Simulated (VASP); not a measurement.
The system is EuO.

```
Eu O
1.0
     2.53999    2.53999    5.07999
     5.07999    2.53999    2.53999
     2.53999    5.07999    2.53999
Eu O
2 2
Cartesian
  0.0000 0.0000 0.0000
  5.0800 5.0800 5.0800
  2.5400 2.5400 2.5400
  7.6200 7.6200 7.6200
```

Base run:

| Item | Value |
| --- | --- |
| Program | VASP 6.6.1 |
| Functional | PBE |
| Potentials or basis | VASP PAW PBE potentials, release 64 (Eu, O) |
| Cutoff | 520 eV |
| k mesh | 6 × 6 × 6 |
| Occupations | fermi-dirac, width 0.0579 eV |
| Spin | collinear spin, antiferromagnetic start |
| Starting moments | [-6.81, 6.81, 0.0, 0.0] μB |
| Hubbard terms | Eu f U = 7.45 eV |

Its results: net moment 0.00 μB per cell; site moments Eu -6.73, +6.73; O +0.00 μB.

The run is repeated on the same cell with these changes: spin from collinear spin, antiferromagnetic start to collinear spin; moments at the start from [-6.81, 6.81, 0.0, 0.0] to [7.42, 7.42, -0.09, -0.09]. What comes out?

Net moment 14.00 μB per cell; site moments Eu +6.74; O -0.09 μB.
